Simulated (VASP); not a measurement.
Ta2N: single point with LDA

Crystal: Ta2N.

```
CELL_PARAMETERS angstrom
3.13348 0.00000 0.00000
-1.56674 2.71367 0.00000
0.00000 0.00000 4.90209
ATOMIC_POSITIONS crystal
Ta 0.33333 0.66667 0.25471
Ta 0.66667 0.33333 0.74529
N 0.00000 0.00000 0.00000
```

- Program: VASP 6.6.1
- Task: single point
- Functional: LDA
- Potentials or basis: VASP PAW LDA potentials, release 64 (Ta_pv, N)
- Cutoff: 520 eV
- k mesh: 10 × 10 × 6
- Occupations: fermi-dirac, width 0.05 eV
- Spin: no spin polarisation
- Dipole correction: no
- Further INCAR settings: ALGO = Normal; EDIFF = 1e-06; NBANDS = 20

The pressure is -18.1 GPa. The largest force is 0.509 eV/Å.

Forces in eV/Å, atoms in the order of the input:
```
Ta   0.000  0.000 -0.509
Ta   0.000  0.000  0.509
N    0.000  0.000  0.000
```

Levels at points of the mesh, in eV from the Fermi level:
```
           k point  band 9  band 10  band 11  band 12  band 13  band 14  band 15  band 16  band 17  band 18
(0.00, 0.00, 0.00)   -5.89    -5.89    -4.78    -0.65    -0.25    -0.25     0.24     0.24     0.32     1.12
(0.50, 0.00, 0.00)   -6.36    -6.20    -4.39    -2.49    -1.29     1.71     1.83     3.58     3.83     4.10
(0.00, 0.00, 0.50)   -6.06    -6.06    -2.76    -2.52    -1.10    -1.10     1.76     1.93     2.19     2.19
(0.50, 0.00, 0.50)   -6.51    -5.94    -3.17    -2.04    -2.03    -0.22     0.69     3.15     3.41     3.84
```

Run time: 58 s on 1 thread of Intel Xeon 8259CL, with other jobs on the host, peak memory 0.18 GiB.

Caveat: spin-orbit coupling is left out, which moves the levels of the heavy elements.
